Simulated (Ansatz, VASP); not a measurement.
## LiH in VASP and in Ansatz

```
CELL_PARAMETERS angstrom
0.00000 2.03250 2.03250
2.03250 0.00000 2.03250
2.03250 2.03250 0.00000
ATOMIC_POSITIONS crystal
Li 0.00000 0.00000 0.00000
H 0.48580 0.48580 0.48580
```

Change from the starting cell: all H atoms moved -0.100 Å, as atom 2 along Cartesian [1 1 1].

Alike in both runs: task single point; functional PBE; k mesh 10 × 10 × 10; occupations gaussian, width 0.05 eV; no spin polarisation.

```csv
,VASP,Ansatz
version,VASP 6.6.1,Ansatz 0.2.0
potentials or method,"VASP PAW PBE potentials, release 64 (Li_sv, H), cutoff 750 eV","scalar-relativistic, plane waves, PAW"
valence electrons in the cell,4,4
```

```tsv
	VASP	Ansatz	Ansatz less VASP
gap on the k mesh at the Fermi level (eV)	3.07	3.07	+0.005
least direct gap on the mesh (eV)	3.07	3.07	+0.005
pressure (GPa)	-1.5	-1.3	+0.18
rms of the force components (eV/Å)	0.054	0.055	+0.0001
```

Atom by atom the forces differ by 0.000 eV/Å (rms over components).
